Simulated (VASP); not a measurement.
Wanted: the native input for a VASP 6.6.1 run.

* Task: single point
* Functional: LDA
* Potentials or basis: VASP PAW LDA potentials, release 64 (Sn_d, Se)
* Cutoff: 500 eV
* k mesh: 8 × 8 × 8
* Occupations: gaussian, width 0.02 eV
* Spin: no spin polarisation
* Dipole correction: no
* Further INCAR settings: ALGO = Normal; EDIFF = 1e-06; NBANDS = 17

The structure of SnSe lies in POSCAR:

```
SnSe
1.0
    0.0000000000      2.9727546662      2.9727546662
    2.9727546662      0.0000000000      2.9727546662
    2.9727546662      2.9727546662      0.0000000000
Sn Se
1 1
Direct
    0.0000000000      0.0000000000      0.0000000000
    0.5000000000      0.5000000000      0.5000000000
```

One way to write it, as run:

INCAR

```
SYSTEM = SnSe
ALGO = Normal
EDIFF = 1E-6
ENCUT = 500
GGA = CA
GGA_COMPAT = .False.
ISIF = 2
ISMEAR = 0
LASPH = .True.
LCHARG = .True.
LELF = .True.
LREAL = .False.
LVHAR = .True.
LWAVE = .False.
NBANDS = 17
NELM = 120
PREC = Accurate
SIGMA = 0.02
```

KPOINTS

```
k-points
0
Gamma
  8 8 8
  0 0 0
```

Potentials or basis: VASP PAW LDA potentials, release 64 (Sn_d, Se).

The run is started by

```console
$ cat potpaw_LDA.64/Sn_d/POTCAR potpaw_LDA.64/Se/POTCAR > POTCAR
$ mpirun -np 1 vasp_std > vasp.out
```

It gave:

| Property | Result |
| --- | --- |
| Pressure | -1.4 GPa |
| Band gap on the k mesh | 0.74 eV (least direct gap 0.79 eV) |

Caveat: semilocal functionals underestimate gaps, and a narrow one can read as zero; spin-orbit coupling is left out, which moves the levels of the heavy elements.

It took 20 s on 1 thread of AMD EPYC 7R43 64-Core Processor (Zen 3), on a shared host, peak memory 0.13 GiB.
